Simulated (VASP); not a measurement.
# Mn (P6_3/mmc) in VASP: single point with PBE

Aim: the single point of Mn with PBE.

Everything below comes from runs of VASP 6.6.1. Logs are shortened: lines on timing, memory, paths and dates and some standing lists are left out, and cuts for length are marked.

**1. The cell of the first run**

Symmetry: P6_3/mmc, No. 194, hexagonal system. Conventional cell: a = 2.482 Å, b = 2.482 Å, c = 4.015 Å, α = 90.00°, β = 90.00°, γ = 120.00°. Mn (site symmetry -6m2) has 12 Mn at 2.47 to 2.48 Å within 3.3 Å.

This isn't the form of Mn at room conditions, which is a 58-atom cubic cell.

**2. Single point, PBE**

The input, POSCAR:

```
Mn
1.0
    2.4816091129      0.0000000000      0.0000000000
   -1.2408045565      2.1491365340      0.0000000000
    0.0000000000      0.0000000000      4.0147266012
Mn
2
Direct
    0.3333333333      0.6666666667      0.2500000000
    0.6666666667      0.3333333333      0.7500000000
```

The input, INCAR.step1:

```
SYSTEM = Mn
ALGO = Normal
EDIFF = 1E-6
ENCUT = 520
GGA = PE
ISIF = 2
ISMEAR = -1
LASPH = .TRUE.
LCHARG = .TRUE.
LMAXMIX = 4
LREAL = .FALSE.
LWAVE = .FALSE.
NBANDS = 20
NELM = 100
PREC = Accurate
SIGMA = 0.05
```

The input, KPOINTS.step1:

```
k-points
0
G
  17 17 9
  0 0 0
```

The input, INCAR.step2:

```
SYSTEM = Mn
ALGO = Normal
EDIFF = 1E-6
ENCUT = 520
GGA = PE
ICHARG = 11
ISIF = 2
ISMEAR = -5
LASPH = .TRUE.
LCHARG = .FALSE.
LMAXMIX = 4
LORBIT = 11
LREAL = .FALSE.
LWAVE = .FALSE.
NEDOS = 1001
NELM = 100
PREC = Accurate
SIGMA = 0.05
```

The input, KPOINTS.step2:

```
k-points
0
G
  26 26 14
  0 0 0
```

Potentials or basis: VASP PAW PBE potentials, release 64 (Mn_pv).

On the command line:

```sh
$ cat potpaw_PBE.64/Mn_pv/POTCAR > POTCAR
$ cp INCAR.step1 INCAR
$ cp KPOINTS.step1 KPOINTS
$ mpirun -np 1 vasp_std > vasp.out
$ cp INCAR.step2 INCAR
$ cp KPOINTS.step2 KPOINTS
$ mpirun -np 1 vasp_std > vasp.out
```

OUTCAR:

```text
SYSTEM = Mn
   EDIFF = 1E-6
   ENCUT = 520
   GGA = PE
   ICHARG = 11
   ISIF = 2
   ISMEAR = -5
   LASPH = .TRUE.
   LORBIT = 11
   LREAL = .FALSE.
   NELM = 100
   PREC = Accurate

 ion  position               nearest neighbor table
   1  0.333  0.667  0.250-   2 2.47   2 2.47   2 2.47   2 2.47   2 2.47   2 2.47
   2  0.667  0.333  0.750-   1 2.47   1 2.47   1 2.47   1 2.47   1 2.47   1 2.47

  LATTYP: Found a hexagonal cell.
 ALAT       =     2.4816091129
 C/A-ratio  =     1.6177916902

  Lattice vectors:

 A1 = (   2.4816091129,   0.0000000000,   0.0000000000)
 A2 = (  -1.2408045565,   2.1491365340,   0.0000000000)
 A3 = (   0.0000000000,   0.0000000000,   4.0147266012)

Analysis of symmetry for initial positions (statically):
=====================================================================
 Subroutine PRICEL returns:
 Original cell was already a primitive cell.

 Routine SETGRP: Setting up the symmetry group for a
 hexagonal supercell.

 Subroutine GETGRP returns: Found 24 space group operations
 (whereof 12 operations were pure point group operations)
 out of a pool of 24 trial point group operations.

The static configuration has the point symmetry D_3d.
 The point group associated with its full space group is D_6h.

Analysis of symmetry for dynamics (positions and initial velocities):
=====================================================================
 Subroutine PRICEL returns:
 Original cell was already a primitive cell.

 Routine SETGRP: Setting up the symmetry group for a
 hexagonal supercell.

 Subroutine GETGRP returns: Found 24 space group operations
 (whereof 12 operations were pure point group operations)
 out of a pool of 24 trial point group operations.

The dynamic configuration has the point symmetry D_3d.
 The point group associated with its full space group is D_6h.

 Subroutine INISYM returns: Found 24 space group operations
 (whereof 12 operations are pure point group operations),
 and found     1 'primitive' translations

----------------------------------------------------------------------------------------

                                     Primitive cell

  volume of cell :      21.4118

  direct lattice vectors                    reciprocal lattice vectors
     2.481609113  0.000000000  0.000000000     0.402964349  0.232651575  0.000000000
    -1.240804557  2.149136534  0.000000000     0.000000000  0.465303150  0.000000000
     0.000000000  0.000000000  4.014726601     0.000000000  0.000000000  0.249082964

  length of vectors
     2.481609113  2.481609113  4.014726601     0.465303150  0.465303150  0.249082964

  position of ions in fractional coordinates (direct lattice)
     0.333333333  0.666666667  0.250000000
     0.666666667  0.333333333  0.750000000

  ion indices of the primitive-cell ions
   primitive index   ion index
                 1           1
                 2           2

----------------------------------------------------------------------------------------

 KPOINTS: k-points

Automatic generation of k-mesh.
 Grid dimensions read from file:
 generate k-points for:   26   26   14

 Generating k-lattice:

  Cartesian coordinates                     Fractional coordinates (reciprocal lattice)
     0.015498629  0.008948138  0.000000000     0.038461538  0.000000000  0.000000000
     0.000000000  0.017896275  0.000000000     0.000000000  0.038461538  0.000000000
     0.000000000  0.000000000  0.017791640     0.000000000  0.000000000  0.071428571

  Length of vectors
     0.017896275  0.017896275  0.017791640

  Shift w.r.t. Gamma in fractional coordinates (k-lattice)
     0.000000000  0.000000000  0.000000000

 TETIRR: Found   9646 inequivalent tetrahedra from    56784

 Subroutine IBZKPT returns following result:
 ===========================================

 Found    560 irreducible k-points:

 Following reciprocal coordinates:
            Coordinates               Weight
  0.000000  0.000000  0.000000      1.000000
  0.038462  0.000000  0.000000      6.000000
  0.076923  0.000000  0.000000      6.000000
  0.115385 -0.000000  0.000000      6.000000
  0.153846  0.000000  0.000000      6.000000
  0.192308  0.000000  0.000000      6.000000
[... 16 lines left out ...]
  0.346154  0.038462  0.000000     12.000000
  0.384615  0.038462  0.000000     12.000000
 [... further k-points ...]
   k-points           NKPTS =    560   k-points in BZ     NKDIM =    560   number of bands    NBANDS=     17
   number of dos      NEDOS =   1001   number of ions     NIONS =      2
   total plane-waves  NPLWV =   9720
   dimension x,y,z NGX =    18 NGY =   18 NGZ =   30
   dimension x,y,z NGXF=    36 NGYF=   36 NGZF=   60
   ions per type =               2
   NGX,Y,Z   is equivalent  to a cutoff of  12.06, 12.06, 12.42 a.u.
   NGXF,Y,Z  is equivalent  to a cutoff of  24.12, 24.12, 24.85 a.u.
 SYSTEM =  Mn
   PREC   = accura    normal or accurate (medium, high low for compatibility)
   ISTART =      0    job   : 0-new  1-cont  2-samecut
   ICHARG =     11    charge: 1-file 2-atom 10-const
   ISPIN  =      1    spin polarized calculation?
   LNONCOLLINEAR =      F non collinear calculations
   LSORBIT =      F    spin-orbit coupling
   LASPH  =      T    aspherical Exc in radial PAW
   ENCUT  =  520.0 eV  38.22 Ry    6.18 a.u.   4.61  4.61  7.46*2*pi/ulx,y,z
   NELM   =    100;   NELMIN=  2; NELMDL=  0     # of ELM steps
   EDIFF  = 0.1E-05   stopping-criterion for ELM
   LREAL  =      F    real-space projection
   EDIFFG = 0.1E-04   stopping-criterion for IOM
   NSW    =      0    number of steps for IOM
   IBRION =     -1    ionic relax: 0-MD 1-quasi-New 2-CG
   NFREE  =      0    steps in history (QN), initial steepest desc. (CG)
   ISIF   =      2    stress and relaxation
   ISYM   =      2    0-nonsym 1-usesym 2-fastsym
   POTIM  = 0.5000    time-step for ionic-motion
   TEBEG  =    0.0;   TEEND  =   0.0 temperature during run
   PSTRESS=    0.0 pullay stress
   NELECT =      26.0000    total number of electrons
   NUPDOWN=      -1.0000    fix difference up-down
   EMIN   =  10.00;   EMAX   =-10.00  energy-range for DOS
   EFERMI =   0.00;   METHOD = LEGACY
   ISMEAR =    -5;   SIGMA  =   0.05  broadening in eV -4-tet -1-fermi 0-gaus
   EFERMI_NEDOS =   21; number of points for ismear=-14 and -15
   IALGO  =     38    algorithm
   IMIX   =      4    mixing-type and parameters
     AMIX     =   0.40;   BMIX     =  1.00
     AMIX_MAG =   1.60;   BMIX_MAG =  1.00
  volume/ion in A,a.u.               =      10.71        72.25
  Fermi-wavevector in a.u.,A,eV,Ry     =   1.746552  3.300505 41.503804  3.050444
  Thomas-Fermi vector in A             =   2.818024
   LORBIT       =     11    0 simple, 1 ext, 2 COOP (PROOUT), +10 PAW based schemes
   GGA     = PE    functional components
   LHFCALC =     F    Hartree Fock is set to
   AEXX    =    0.0000 exact exchange contribution
   IVDW    =     0    specifies the selected vdW correction
   LEPSILON=     F    determine dielectric tensor
   LRPA    =     F    only Hartree local field effects (RPA)
 non-spin polarized calculation
 Fermi weights with tetrahedron method with Bloechl corrections
  energy-cutoff  :      520.00
  volume of cell :       21.41
 maximum number of plane-waves:       589

 number of electron      26.0000027 magnetization

 Free energy of the ion-electron system (eV)
  ---------------------------------------------------
  ext. energy  EPLUGINS =         0.00000000
  ---------------------------------------------------
  free energy    TOTEN  =       -17.88859671 eV

  energy without entropy =      -17.88859671  energy(sigma->0) =      -17.88859671

 E-fermi :  10.4135     XC(G=0): -14.0419

 val. band max:       10.5485931200   @ k =   0.3846   0.0000   0.5000
 cond. band min:      10.3703722874   @ k =   0.2692   0.2308   0.5000
 fundamental gap:     -0.1782208325
 Fermi energy:        10.4135448916

 k-point     1 :       0.0000    0.0000    0.0000
  band No.  band energies     occupation
      1     -37.8552      2.00000
      2     -37.1887      2.00000
      3     -37.1887      2.00000
      4     -37.0829      2.00000
      5     -37.0829      2.00000
      6     -37.0706      2.00000
[... 9 lines left out ...]
     16      11.1673      0.00000
     17      12.0345      0.00000

 k-point     2 :       0.0385    0.0000    0.0000
  band No.  band energies     occupation
      1     -37.8515      2.00000
      2     -37.1970      2.00000
      3     -37.1914      2.00000
      4     -37.0915      2.00000
      5     -37.0841      2.00000
      6     -37.0720      2.00000
[... 9 lines left out ...]
     16      10.8362      0.00000
     17      12.0460      0.00000

 k-point     3 :       0.0769    0.0000    0.0000
  band No.  band energies     occupation
      1     -37.8403      2.00000
      2     -37.2213      2.00000
      3     -37.1992      2.00000
      4     -37.1168      2.00000
      5     -37.0877      2.00000
      6     -37.0763      2.00000
[... 9 lines left out ...]
     16      10.5159     -0.00493
     17      12.0774      0.00000

 k-point     4 :       0.1154   -0.0000    0.0000
  band No.  band energies     occupation
      1     -37.8221      2.00000
      2     -37.2604      2.00000
      3     -37.2116      2.00000
      4     -37.1569      2.00000
      5     -37.0936      2.00000
      6     -37.0834      2.00000
[... 9 lines left out ...]
     16      10.3995      0.69113
     17      12.1218      0.00000

 k-point     5 :       0.1538    0.0000    0.0000
  band No.  band energies     occupation
      1     -37.7975      2.00000
      2     -37.3121      2.00000
      3     -37.2276      2.00000
      4     -37.2092      2.00000
      5     -37.1017      2.00000
      6     -37.0934      2.00000
[... 9 lines left out ...]
     16      10.4059      0.55656
     17      12.1713      0.00000

 k-point     6 :       0.1923    0.0000    0.0000
  band No.  band energies     occupation
      1     -37.7671      2.00000
      2     -37.3735      2.00000
      3     -37.2702      2.00000
      4     -37.2462      2.00000
      5     -37.1115      2.00000
      6     -37.1064      2.00000
[... 9 lines left out ...]
     16      10.6449     -0.00761
     17      12.2200      0.00000

 k-point     7 :       0.2308    0.0000    0.0000
  band No.  band energies     occupation
      1     -37.7321      2.00000
      2     -37.4411      2.00000
      3     -37.3360      2.00000
      4     -37.2662      2.00000
      5     -37.1226      2.00000
      6     -37.1224      2.00000
[... 9 lines left out ...]
     16      10.9160      0.00000
     17      12.2640      0.00000

 k-point     8 :       0.2692    0.0000    0.0000
  band No.  band energies     occupation
      1     -37.6937      2.00000
      2     -37.5110      2.00000
      3     -37.4027      2.00000
      4     -37.2865      2.00000
      5     -37.1412      2.00000
      6     -37.1342      2.00000
[... 9 lines left out ...]
     16      11.2065      0.00000
     17      12.3013      0.00000
[... 203 lines left out ...]
      1     -37.7477      2.00000
      2     -37.4076      2.00000
      3     -37.3146      2.00000
      4     -37.2510      2.00000
      5     -37.1208      2.00000
      6     -37.1151      2.00000
[... 9 lines left out ...]
     16      10.8392      0.00000
     17      12.2362      0.00000

 k-point    20 :       0.2308    0.0385    0.0000
  band No.  band energies     occupation
      1     -37.7110      2.00000
      2     -37.4761      2.00000
      3     -37.3767      2.00000
      4     -37.2751      2.00000
      5     -37.1326      2.00000
      6     -37.1326      2.00000
[... 9 lines left out ...]
     16      11.1413      0.00000
     17      12.2749      0.00000

 k-point    21 :       0.2692    0.0385    0.0000
  band No.  band energies     occupation
      1     -37.6714      2.00000
      2     -37.5450      2.00000
      3     -37.4394      2.00000
      4     -37.2972      2.00000
      5     -37.1527      2.00000
      6     -37.1446      2.00000
[... 9 lines left out ...]
     16      11.4701      0.00000
     17      12.3071      0.00000

 k-point    22 :       0.3077    0.0385    0.0000
  band No.  band energies     occupation
      1     -37.6307      2.00000
      2     -37.6100      2.00000
      3     -37.4981      2.00000
      4     -37.3172      2.00000
      5     -37.1752      2.00000
      6     -37.1561      2.00000
[... 9 lines left out ...]
     16      11.8311      0.00000
     17      12.3324      0.00000

 k-point    23 :       0.3462    0.0385    0.0000
  band No.  band energies     occupation
      1     -37.6673      2.00000
      2     -37.5907      2.00000
      3     -37.5494      2.00000
      4     -37.3345      2.00000
      5     -37.1991      2.00000
      6     -37.1663      2.00000
[... 9 lines left out ...]
     16      12.2555      0.00000
     17      12.3514      0.00000

 k-point    24 :       0.3846    0.0385    0.0000
  band No.  band energies     occupation
      1     -37.7135      2.00000
      2     -37.5904      2.00000
      3     -37.5541      2.00000
      4     -37.3482      2.00000
      5     -37.2227      2.00000
      6     -37.1746      2.00000
[... 9 lines left out ...]
     16      12.3646      0.00000
     17      12.7878      0.00000

 [... further k-points ...]

------------------------ aborting loop because EDIFF is reached ----------------------------------------

  FORCE on cell =-STRESS in cart. coord.  units (eV):
  Direction    XX          YY          ZZ          XY          YZ          ZX
  --------------------------------------------------------------------------------------
  -------------------------------------------------------------------------------------
  Total       -0.1783918     -0.1783918     -0.0817573      0.0000000      0.0000000      0.0000000
  in kB      -13.3484894    -13.3484894     -6.1176344      0.0000000      0.0000000      0.0000000
  external PRESSURE =     -10.9382044 kB  Pullay stress =       0.0000000 kB

 VOLUME and BASIS-vectors are now :
 -----------------------------------------------------------------------------
  energy-cutoff  :      520.00
  volume of cell :       21.41
      direct lattice vectors                 reciprocal lattice vectors
     2.481609113  0.000000000  0.000000000     0.402964349  0.232651575  0.000000000
    -1.240804557  2.149136534  0.000000000     0.000000000  0.465303150  0.000000000
     0.000000000  0.000000000  4.014726601     0.000000000  0.000000000  0.249082964

 POSITION                                       TOTAL-FORCE (eV/Angst)
 -----------------------------------------------------------------------------------
     -0.00000      1.43276      1.00368         0.000000      0.000000     -0.000000
      1.24080      0.71638      3.01104        -0.000000     -0.000000      0.000000
 -----------------------------------------------------------------------------------
    total drift:                               -0.000000      0.000000     -0.000000

  FREE ENERGIE OF THE ION-ELECTRON SYSTEM (eV)
  ---------------------------------------------------
  free  energy   TOTEN  =       -17.8885967129 eV

  energy  without entropy=      -17.8885967129  energy(sigma->0) =      -17.88859671

 total charge

# of ion       s       p       d       tot
------------------------------------------
    1        0.428   6.403   5.161  11.992
    2        0.428   6.403   5.161  11.992
--------------------------------------------------
tot          0.856  12.806  10.323  23.985
```

It took 1.9 min on 1 thread of AMD EPYC 7R13 (Zen 3), shared host; peak memory 0.26 GiB.

Results:

```yaml
Valence_electrons_inside_the_program's_atomic_spheres: Mn 11.99
```

Caveat: the run has no spin polarisation, though such a crystal can be magnetic; tetrahedron occupations give inexact forces and stress in metals.
